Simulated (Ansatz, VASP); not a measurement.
# K2ICl in VASP and in Ansatz

File INCAR:

```
SYSTEM = K2ICl
  ALGO = Normal
  EDIFF = 1E-7
  ENCUT = 520
  GGA = PE
  ISIF = 2
  ISMEAR = 0
  LASPH = .TRUE.
  LCHARG = .FALSE.
  LREAL = .FALSE.
  LWAVE = .FALSE.
  NBANDS = 24
  NELM = 60
  PREC = Accurate
  SIGMA = 0.01
```

KPOINTS

```
k-points
0
G
  6 6 6
  0 0 0
```

Contents of POSCAR:

```
K2ICl
1.0
    2.3574209411      1.3610576149      7.7636041567
   -2.3574209411      1.3610576149      7.7636041567
    0.0000000000     -2.7221152299      7.7636041567
Cl I K
1 1 2
Direct
    1.0000000000      0.0000000000      0.0000000000
    0.5000000000      0.5000000000      0.5000000000
    0.2599441894      0.2599441894      0.2599441894
    0.7400558106      0.7400558106      0.7400558106
```

Input for Ansatz:

```yaml
crystal:
  lattice:
    - [2.3574209411, 1.3610576149, 7.7636041567]
    - [-2.3574209411, 1.3610576149, 7.7636041567]
    - [0.0, -2.7221152299, 7.7636041567]
  atoms:
    - { symbol: Cl, position: [1.0, 0.0, 0.0] }
    - { symbol: I, position: [0.5, 0.5, 0.5] }
    - { symbol: K, position: [0.2599441894, 0.2599441894, 0.2599441894] }
    - { symbol: K, position: [0.7400558106, 0.7400558106, 0.7400558106] }
kpoints:
  mp_grid: { grid: [6, 6, 6] }
  band_path:
    path:
      - [0.0, 0.0, 0.0]
      - [0.5, 0.5, 0.5]
      - [0.812843662, 0.187156338, 0.5]
      - [0.5, -0.187156338, 0.187156338]
      - [0.5, 0.0, 0.0]
      - [0.343578169, -0.343578169, 0.0]
      - [0.656421831, 0.0, 0.343578169]
      - [0.5, 0.0, 0.5]
    npoints: 1
hamiltonian:
  xc: pbe
scf:
  occupations: { method: fixed }
  n_extra_bands: 5
output:
  forces: true
  stress: true
  eigenvalues: true
```

Alike in both runs: task single point; functional PBE; k mesh 6 × 6 × 6; no spin polarisation.

|  | VASP | Ansatz |
| --- | --- | --- |
| version | VASP 6.6.1 | Ansatz 0.2.0 |
| potentials or method | VASP PAW PBE potentials, release 64 (Cl, I, K_sv) | plane waves, PAW |
| plane-wave cutoff (eV) | 520 | 420 |
| occupations | gaussian, width 0.01 eV | fixed |
| valence electrons in the cell | 32 | 42 |

```csv
,VASP,Ansatz,Ansatz less VASP
gap on the k mesh at the Fermi level (eV),3.81,3.81,+0.003
pressure (GPa),0.6,0.6,-0.02
rms of the force components (eV/Å),0.007,0.007,+0.0002
```

Atom by atom the forces differ by 0.000 eV/Å (rms over components). VASP's potentials hold 32 valence electrons a cell and Ansatz's 42, so a difference there can come from the potentials and not from the codes.

Spin-orbit coupling is off throughout.
